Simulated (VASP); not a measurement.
## Os: single point with PBE

Os:

```xyz
2
Lattice="2.7432 0.0000 0.0000 -1.3716 2.3757 0.0000 0.0000 0.0000 4.3341" Properties=species:S:1:pos:R:3 pbc="T T T"
Os    0.0000    1.5838    1.0835
Os    1.3716    0.7919    3.2505
```

- Program: VASP 6.6.1
- Task: single point
- Functional: PBE
- Potentials or basis: VASP PAW PBE potentials, release 64 (Os)
- Cutoff: 520 eV
- k mesh: 15 × 15 × 9
- Occupations: fermi-dirac, width 0.05 eV
- Spin: no spin polarisation

```json
{
 "Pressure": "4.3 GPa",
 "Band gap on the k mesh": "zero (bands 8 and 9 overlap by 3.76 eV)"
}
```

Stress tensor (GPa, compression positive):
```
4.15 0.00 0.00
0.00 4.15 0.00
0.00 0.00 4.64
```

Levels at points of the mesh, in eV from the Fermi level:
```
           k point  band 6  band 7  band 8  band 9  band 10  band 11
(0.00, 0.00, 0.00)   -2.18   -2.18   -1.53   -1.53     0.03     1.67
```

Run time: 35 s on 1 thread of Intel(R) Xeon(R) Platinum 8259CL CPU @ 2.50GHz (Skylake/Cascade Lake), with other jobs on the host, peak memory 0.17 GiB.

Caveat: the cell stands under pressure; spin-orbit coupling is left out, which moves the levels of the heavy elements.
